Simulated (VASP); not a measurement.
# KMo2 (P6/mmm) in VASP: notebook

Runs on KMo2. Level: PBE. Tasks: single point.

Program: VASP 6.6.1. These are calculated values, not measurements. Logs are shortened: lines on timing, memory, paths and dates and some standing lists are left out, and cuts for length are marked.

**1. The cell of the first run**

It takes space group P6/mmm (No. 191, hexagonal). Conventional cell: a = 4.648 Å, b = 4.648 Å, c = 3.270 Å, α = 90.00°, β = 90.00°, γ = 120.00°. K (site symmetry 6/mmm) has 12 Mo at 3.14 Å and 2 K at 3.27 Å within 4.1 Å. Mo (site symmetry -6m2) has 5 Mo at 2.68 to 3.27 Å and 6 K at 3.14 Å within 3.5 Å.

**2. Single point, PBE**

The input, INCAR:

```
  PREC = Accurate
  ENCUT = 520
  EDIFF = 1E-6
  ISMEAR = 0
  SIGMA = 0.1
  LREAL = F
  LASPH = T
  NELM = 60
  ALGO = Normal
  ISIF = 2
  LWAVE = F
  LCHARG = F
  GGA = PE
  NBANDS = 26
```

The input, KPOINTS:

```
regular mesh
0
Gamma
  6 6 6
```

The input, POSCAR:

```
KMo2
1.0
    4.6484795254      0.0000000000      0.0000000000
   -2.3242397627      4.0257013580      0.0000000000
    0.0000000000      0.0000000000      3.2695740842
K Mo
1 2
Direct
    0.0000000000      0.0000000000      0.0000000000
    0.3333333333      0.6666666667      0.5000000000
    0.6666666667      0.3333333333      0.5000000000
```

Potentials or basis: VASP PAW PBE potentials, release 64 (K_sv, Mo_sv).

On the command line:

```console
> cat potpaw_PBE.64/K_sv/POTCAR potpaw_PBE.64/Mo_sv/POTCAR > POTCAR
> mpirun -np 1 vasp_std > vasp.out
```

OUTCAR:

```text
PREC = Accurate
   ENCUT = 520
   EDIFF = 1E-6
   ISMEAR = 0
   LREAL = F
   LASPH = T
   NELM = 60
   ISIF = 2
   GGA = PE

 ion  position               nearest neighbor table
   1  0.000  0.000  0.000-   2 3.14   3 3.14   2 3.14   3 3.14   3 3.14   3 3.14   2 3.14   2 3.14
                             3 3.14   3 3.14   2 3.14   2 3.14
   2  0.333  0.667  0.500-   3 2.68   3 2.68   3 2.68   1 3.14   1 3.14   1 3.14   1 3.14   1 3.14
                             1 3.14
   3  0.667  0.333  0.500-   2 2.68   2 2.68   2 2.68   1 3.14   1 3.14   1 3.14   1 3.14   1 3.14
                             1 3.14

  LATTYP: Found a hexagonal cell.
 ALAT       =     4.6484795254
 C/A-ratio  =     0.7033642003

  Lattice vectors:

 A1 = (   4.6484795254,   0.0000000000,   0.0000000000)
 A2 = (  -2.3242397627,   4.0257013580,   0.0000000000)
 A3 = (   0.0000000000,   0.0000000000,   3.2695740842)

Analysis of symmetry for initial positions (statically):
=====================================================================
 Subroutine PRICEL returns:
 Original cell was already a primitive cell.

 Routine SETGRP: Setting up the symmetry group for a
 hexagonal supercell.

 Subroutine GETGRP returns: Found 24 space group operations
 (whereof 24 operations were pure point group operations)
 out of a pool of 24 trial point group operations.

The static configuration has the point symmetry D_6h.

Analysis of symmetry for dynamics (positions and initial velocities):
=====================================================================
 Subroutine PRICEL returns:
 Original cell was already a primitive cell.

 Routine SETGRP: Setting up the symmetry group for a
 hexagonal supercell.

 Subroutine GETGRP returns: Found 24 space group operations
 (whereof 24 operations were pure point group operations)
 out of a pool of 24 trial point group operations.

The dynamic configuration has the point symmetry D_6h.

 Subroutine INISYM returns: Found 24 space group operations
 (whereof 24 operations are pure point group operations),
 and found     1 'primitive' translations

----------------------------------------------------------------------------------------

                                     Primitive cell

  volume of cell :      61.1848

  direct lattice vectors                    reciprocal lattice vectors
     4.648479525  0.000000000  0.000000000     0.215124106  0.124201960  0.000000000
    -2.324239763  4.025701358  0.000000000     0.000000000  0.248403920  0.000000000
     0.000000000  0.000000000  3.269574084     0.000000000  0.000000000  0.305850234

  length of vectors
     4.648479525  4.648479525  3.269574084     0.248403920  0.248403920  0.305850234

  position of ions in fractional coordinates (direct lattice)
     0.000000000  0.000000000  0.000000000
     0.333333333  0.666666667  0.500000000
     0.666666667  0.333333333  0.500000000

  ion indices of the primitive-cell ions
   primitive index   ion index
                 1           1
                 2           2
                 3           3

----------------------------------------------------------------------------------------

 KPOINTS: regular mesh

Automatic generation of k-mesh.
 Grid dimensions read from file:
 generate k-points for:    6    6    6

 Generating k-lattice:

  Cartesian coordinates                     Fractional coordinates (reciprocal lattice)
     0.035854018  0.020700327  0.000000000     0.166666667  0.000000000  0.000000000
     0.000000000  0.041400653  0.000000000     0.000000000  0.166666667  0.000000000
     0.000000000  0.000000000  0.050975039     0.000000000  0.000000000  0.166666667

  Length of vectors
     0.041400653  0.041400653  0.050975039

  Shift w.r.t. Gamma in fractional coordinates (k-lattice)
     0.000000000  0.000000000  0.000000000

 Subroutine IBZKPT returns following result:
 ===========================================

 Found     28 irreducible k-points:

 Following reciprocal coordinates:
            Coordinates               Weight
  0.000000  0.000000  0.000000      1.000000
  0.166667  0.000000  0.000000      6.000000
  0.333333 -0.000000  0.000000      6.000000
  0.500000  0.000000  0.000000      3.000000
  0.166667  0.166667  0.000000      6.000000
  0.333333  0.166667  0.000000     12.000000
[... 16 lines left out ...]
  0.166667  0.000000  0.500000      6.000000
  0.333333 -0.000000  0.500000      6.000000
 [... further k-points ...]
   k-points           NKPTS =     28   k-points in BZ     NKDIM =     28   number of bands    NBANDS=     26
   number of dos      NEDOS =    301   number of ions     NIONS =      3
   total plane-waves  NPLWV =  31104
   dimension x,y,z NGX =    36 NGY =   36 NGZ =   24
   dimension x,y,z NGXF=    72 NGYF=   72 NGZF=   48
   ions per type =               1   2
   NGX,Y,Z   is equivalent  to a cutoff of  12.87, 12.87, 12.20 a.u.
   NGXF,Y,Z  is equivalent  to a cutoff of  25.75, 25.75, 24.41 a.u.
 SYSTEM =  unknown system
   PREC   = accura    normal or accurate (medium, high low for compatibility)
   ISTART =      0    job   : 0-new  1-cont  2-samecut
   ICHARG =      2    charge: 1-file 2-atom 10-const
   ISPIN  =      1    spin polarized calculation?
   LNONCOLLINEAR =      F non collinear calculations
   LSORBIT =      F    spin-orbit coupling
   LASPH  =      T    aspherical Exc in radial PAW
   ENCUT  =  520.0 eV  38.22 Ry    6.18 a.u.   8.64  8.64  6.08*2*pi/ulx,y,z
   NELM   =     60;   NELMIN=  2; NELMDL= -5     # of ELM steps
   EDIFF  = 0.1E-05   stopping-criterion for ELM
   LREAL  =      F    real-space projection
   EDIFFG = 0.1E-04   stopping-criterion for IOM
   NSW    =      0    number of steps for IOM
   IBRION =     -1    ionic relax: 0-MD 1-quasi-New 2-CG
   NFREE  =      0    steps in history (QN), initial steepest desc. (CG)
   ISIF   =      2    stress and relaxation
   ISYM   =      2    0-nonsym 1-usesym 2-fastsym
   POTIM  = 0.5000    time-step for ionic-motion
   TEBEG  =    0.0;   TEEND  =   0.0 temperature during run
   PSTRESS=    0.0 pullay stress
   NELECT =      37.0000    total number of electrons
   NUPDOWN=      -1.0000    fix difference up-down
   EMIN   =  10.00;   EMAX   =-10.00  energy-range for DOS
   EFERMI =   0.00;   METHOD = LEGACY
   ISMEAR =     0;   SIGMA  =   0.10  broadening in eV -4-tet -1-fermi 0-gaus
   EFERMI_NEDOS =   21; number of points for ismear=-14 and -15
   IALGO  =     38    algorithm
   IMIX   =      4    mixing-type and parameters
     AMIX     =   0.40;   BMIX     =  1.00
     AMIX_MAG =   1.60;   BMIX_MAG =  1.00
  volume/ion in A,a.u.               =      20.39       137.63
  Fermi-wavevector in a.u.,A,eV,Ry     =   1.384398  2.616132 26.076339  1.916557
  Thomas-Fermi vector in A             =   2.508906
   LORBIT       =      0    0 simple, 1 ext, 2 COOP (PROOUT), +10 PAW based schemes
   GGA     = PE    functional components
   LHFCALC =     F    Hartree Fock is set to
   AEXX    =    0.0000 exact exchange contribution
   IVDW    =     0    specifies the selected vdW correction
   LEPSILON=     F    determine dielectric tensor
   LRPA    =     F    only Hartree local field effects (RPA)
 non-spin polarized calculation
 Gauss-broadening in eV      SIGMA  =   0.10
  energy-cutoff  :      520.00
  volume of cell :       61.18
 maximum number of plane-waves:      1662
 NGX is ok and might be reduce to    36
   NGX = 17   NGY = 17   NGZ = 13

 number of electron      37.0000001 magnetization

 Free energy of the ion-electron system (eV)
  ---------------------------------------------------
  ext. energy  EPLUGINS =         0.00000000
  ---------------------------------------------------
  free energy    TOTEN  =       -17.57231921 eV

  energy without entropy =      -17.55077695  energy(sigma->0) =      -17.56154808

 E-fermi :   6.8422     XC(G=0): -11.1805

 val. band max:        6.8360984719   @ k =   0.3333  -0.0000   0.0000
 cond. band min:       6.9394973712   @ k =   0.0000   0.0000   0.1667
 fundamental gap:      0.1033988993
 Fermi energy:         6.8421766262

 k-point     1 :       0.0000    0.0000    0.0000
  band No.  band energies     occupation
      1     -53.8685      2.00000
      2     -53.6642      2.00000
      3     -28.2699      2.00000
      4     -28.2699      2.00000
      5     -27.8197      2.00000
      6     -27.6431      2.00000
[... 18 lines left out ...]
     25      10.5008      0.00000
     26      11.8246      0.00000

 k-point     2 :       0.1667    0.0000    0.0000
  band No.  band energies     occupation
      1     -53.8566      2.00000
      2     -53.6764      2.00000
      3     -28.2867      2.00000
      4     -28.2364      2.00000
      5     -27.8093      2.00000
      6     -27.6536      2.00000
[... 18 lines left out ...]
     25      10.4917      0.00000
     26      12.0343      0.00000

 k-point     3 :       0.3333   -0.0000    0.0000
  band No.  band energies     occupation
      1     -53.8258      2.00000
      2     -53.7079      2.00000
      3     -28.3182      2.00000
      4     -28.1575      2.00000
      5     -27.7825      2.00000
      6     -27.6806      2.00000
[... 18 lines left out ...]
     25      10.3241      0.00000
     26      12.1894      0.00000

 k-point     4 :       0.5000    0.0000    0.0000
  band No.  band energies     occupation
      1     -53.8011      2.00000
      2     -53.7330      2.00000
      3     -28.3330      2.00000
      4     -28.1069      2.00000
      5     -27.7610      2.00000
      6     -27.7295      2.00000
[... 18 lines left out ...]
     25      10.3579      0.00000
     26      12.1430      0.00000
[... 496 lines left out ...]
      1     -53.8562      2.00000
      2     -53.6531      2.00000
      3     -28.2506      2.00000
      4     -28.2506      2.00000
      5     -28.0017      2.00000
      6     -27.7928      2.00000
[... 18 lines left out ...]
     25      14.6489      0.00000
     26      14.7669      0.00000

 k-point    23 :       0.1667    0.0000    0.5000
  band No.  band energies     occupation
      1     -53.8444      2.00000
      2     -53.6653      2.00000
      3     -28.2669      2.00000
      4     -28.2169      2.00000
      5     -27.9886      2.00000
      6     -27.8049      2.00000
[... 18 lines left out ...]
     25      13.1944      0.00000
     26      13.2691      0.00000

 k-point    24 :       0.3333   -0.0000    0.5000
  band No.  band energies     occupation
      1     -53.8138      2.00000
      2     -53.6965      2.00000
      3     -28.2974      2.00000
      4     -28.1354      2.00000
      5     -27.9554      2.00000
      6     -27.8361      2.00000
[... 18 lines left out ...]
     25      11.3064      0.00000
     26      11.5790      0.00000

 [... further k-points ...]
[... 5 lines left out ...]
  --------------------------------------------------------------------------------------
  -------------------------------------------------------------------------------------
  Total        0.0706122      0.0706122     -0.5992083      0.0000000      0.0000000      0.0000000
  in kB        1.8490421      1.8490421    -15.6907887      0.0000000      0.0000000      0.0000000
  external PRESSURE =      -3.9975681 kB  Pullay stress =       0.0000000 kB

 VOLUME and BASIS-vectors are now :
 -----------------------------------------------------------------------------
  energy-cutoff  :      520.00
  volume of cell :       61.18
      direct lattice vectors                 reciprocal lattice vectors
     4.648479525  0.000000000  0.000000000     0.215124106  0.124201960  0.000000000
    -2.324239763  4.025701358  0.000000000     0.000000000  0.248403920  0.000000000
     0.000000000  0.000000000  3.269574084     0.000000000  0.000000000  0.305850234

 POSITION                                       TOTAL-FORCE (eV/Angst)
 -----------------------------------------------------------------------------------
      0.00000      0.00000      0.00000         0.000000      0.000000     -0.000000
     -0.00000      2.68380      1.63479        -0.000000      0.000000      0.000000
      2.32424      1.34190      1.63479         0.000000      0.000000     -0.000000
 -----------------------------------------------------------------------------------
    total drift:                                0.000000     -0.000000     -0.000000

  FREE ENERGIE OF THE ION-ELECTRON SYSTEM (eV)
  ---------------------------------------------------
  free  energy   TOTEN  =       -17.5723192087 eV

  energy  without entropy=      -17.5507769497  energy(sigma->0) =      -17.56154808
```

Wall time 46 s (1 thread of Oxide Virtual Turin-like, shared host); peak memory 0.16 GiB.

Results:

```
Free energy            : -17.5723 eV
Pressure               : -0.4 GPa
Band gap on the k mesh : zero (an odd number of electrons rules out a gap without spin polarisation)
```

**3. Single point, PBE**

This run uses another cell than the first one, of 19.80 Å³/atom.

The input, INCAR:

```
SYSTEM = KMo2
  PREC = Accurate
  ENCUT = 520
  EDIFF = 1E-7
  ISMEAR = 0
  SIGMA = 0.1
  LREAL = .FALSE.
  LASPH = .TRUE.
  NELM = 100
  ALGO = Fast
  ISIF = 2
  LWAVE = .FALSE.
  LCHARG = .TRUE.
  GGA = PE
  LELF = .TRUE.
  LVHAR = .TRUE.
  NBANDS = 26
```

The input, KPOINTS:

```
regular mesh
0
G
  12 12 14
  0 0 0
```

The input, POSCAR:

```
KMo2
1.0
    5.1155212485      0.0000000000      0.0000000000
   -2.5577606243      4.4301713548      0.0000000000
    0.0000000000      0.0000000000      2.6210212577
K Mo
1 2
Direct
    0.0000000000      0.0000000000      0.0000000000
    0.3333333333      0.6666666667      0.5000000000
    0.6666666667      0.3333333333      0.5000000000
```

Potentials or basis: VASP PAW PBE potentials, release 64 (K_sv, Mo_sv).

On the command line:

```console
> cat potpaw_PBE.64/K_sv/POTCAR potpaw_PBE.64/Mo_sv/POTCAR > POTCAR
> mpirun -np 1 vasp_std > vasp.out
```

Wall time 9.1 min (1 thread of Oxide Virtual Turin-like, shared host); peak memory 0.3 GiB.

Results (log left out):

- Free energy: -18.0117 eV
- Pressure: 0.4 GPa
- Band gap on the k mesh: zero (an odd number of electrons rules out a gap without spin polarisation)

Stress tensor (GPa, compression positive):
```
0.33 0.00 0.00
0.00 0.33 0.00
0.00 0.00 0.68
```

Levels at points of the mesh, in eV from the Fermi level:
```
           k point  band 17  band 18  band 19  band 20  band 21  band 22
(0.00, 0.00, 0.00)    -1.10    -0.60    -0.60     2.26     2.26     2.55
(0.50, 0.00, 0.00)    -1.69    -1.22     0.42     2.11     2.20     2.29
(0.00, 0.00, 0.50)    -0.70    -0.51    -0.51     0.34     0.34     1.19
(0.50, 0.00, 0.50)    -0.87    -0.75    -0.59     1.90     2.21     2.39
```

**4. Single point, PBE**

This run uses another cell than the first one, of 19.80 Å³/atom.

The input, INCAR:

```
SYSTEM = KMo2
PREC = Accurate
ENCUT = 520
EDIFF = 1E-6
ISMEAR = 0
SIGMA = 0.1
LREAL = .False.
LASPH = .True.
NELM = 60
ALGO = Fast
ISIF = 2
LWAVE = .False.
LCHARG = .True.
GGA = PE
LELF = .True.
LVHAR = .True.
NBANDS = 26
```

The input, KPOINTS:

```
regular mesh
0
Gamma
  12 12 18
  0 0 0
```

The input, POSCAR:

```
KMo2
1.0
    5.1124308186      0.0000000000      0.0000000000
   -2.5562154093      4.4274949640      0.0000000000
    0.0000000000      0.0000000000      2.6247777023
K Mo
1 2
Direct
    0.0000000000      0.0000000000      0.0000000000
    0.3333333333      0.6666666667      0.5000000000
    0.6666666667      0.3333333333      0.5000000000
```

On the command line:

```console
> cat potpaw_PBE.64/K_sv/POTCAR potpaw_PBE.64/Mo_sv/POTCAR > POTCAR
> mpirun -np 1 vasp_std > vasp.out
```

It took 7.9 min on 1 thread of Oxide Virtual Turin-like, shared host; peak memory 0.34 GiB.

The run converged. Its results:

- Free energy: -18.0065 eV
- Pressure: 0.5 GPa
- Band gap on the k mesh: zero (an odd number of electrons rules out a gap without spin polarisation)

Stress tensor (GPa, compression positive):
```
0.34 0.00 0.00
0.00 0.34 0.00
0.00 0.00 0.70
```

Levels at points of the mesh, in eV from the Fermi level:
| k point | band 17 | band 18 | band 19 | band 20 | band 21 | band 22 |
| --- | --- | --- | --- | --- | --- | --- |
| (0.00, 0.00, 0.00) | -1.11 | -0.60 | -0.60 | 2.23 | 2.23 | 2.55 |
| (0.50, 0.00, 0.00) | -1.70 | -1.22 | 0.42 | 2.08 | 2.20 | 2.29 |
| (0.00, 0.00, 0.50) | -0.69 | -0.52 | -0.52 | 0.33 | 0.33 | 1.17 |
| (0.50, 0.00, 0.50) | -0.89 | -0.77 | -0.59 | 1.89 | 2.20 | 2.38 |

**5. The runs side by side**

```tsv
cell	k mesh	gap on the mesh (eV)	pressure (GPa)
a = 4.648, b = 4.648, c = 3.270 Å, angles 90.0, 90.0, 120.0°, 3 atoms	6 × 6 × 6	none	-0.4
a = 5.116, b = 5.116, c = 2.621 Å, angles 90.0, 90.0, 120.0°, 3 atoms	12 × 12 × 14	none	0.4
a = 5.112, b = 5.112, c = 2.625 Å, angles 90.0, 90.0, 120.0°, 3 atoms	12 × 12 × 18	none	0.5
```

Alike in all rows: task single point; level PBE; potentials or basis VASP PAW PBE potentials, release 64 (K_sv, Mo_sv); no spin polarisation; cutoff (eV) 520; smearing gaussian 0.1 eV.

Absolute energies hang on the potentials; compare differences alone.

The gap in the log of VASP goes by the Fermi energy; the results here count the filled bands.